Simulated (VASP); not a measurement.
Wanted: the native input for a VASP 6.6.1 run.

```yaml
Task: single point
Functional: PBE
Potentials_or_basis: VASP PAW PBE potentials, release 64 (Al, As)
Cutoff: 500 eV
k_mesh: 8 × 8 × 8
Occupations: gaussian, width 0.05 eV
Spin: no spin polarisation
Dipole_correction: no
Further_INCAR_settings: ALGO = Normal; EDIFF = 1e-06; NBANDS = 11
```

The structure of AlAs lies in POSCAR:

```
AlAs
1.0
    0.0000000000      2.9011600000      2.9719200000
    2.9011600000      0.0000000000      2.9719200000
    2.9011600000      2.9011600000      0.0000000000
Al As
1 1
Direct
    0.0000000000      0.0000000000      0.0000000000
    0.7500000000      0.7500000000      0.7500000000
```

This cell differs from its parent crystal: strain +0.025 along x and y, +0.050 along z.

One way to write it, as run:

INCAR

```
ALGO = Normal
EDIFF = 1E-6
ENCUT = 500
GGA = PE
GGA_COMPAT = F
ISIF = 2
ISMEAR = 0
LASPH = T
LCHARG = F
LREAL = F
LWAVE = F
NBANDS = 11
NELM = 120
PREC = Accurate
SIGMA = 0.05
```

KPOINTS

```
k-points
0
Gamma
  8 8 8
```

Potentials or basis: VASP PAW PBE potentials, release 64 (Al, As).

Command:

```bash
$ cat potpaw_PBE.64/Al/POTCAR potpaw_PBE.64/As/POTCAR > POTCAR
$ mpirun -np 1 vasp_std > vasp.out
```

Results of the run:

The pressure is -3.6 GPa and the band gap on the k mesh is 1.26 eV, direct.

Caveat: the cell differs from its parent crystal (strain +0.025 along x and y, +0.050 along z).

It took 36 s on 1 thread of Intel(R) Xeon(R) Platinum 8175M CPU @ 2.50GHz (Skylake/Cascade Lake) (shared host), peak memory 0.18 GiB.
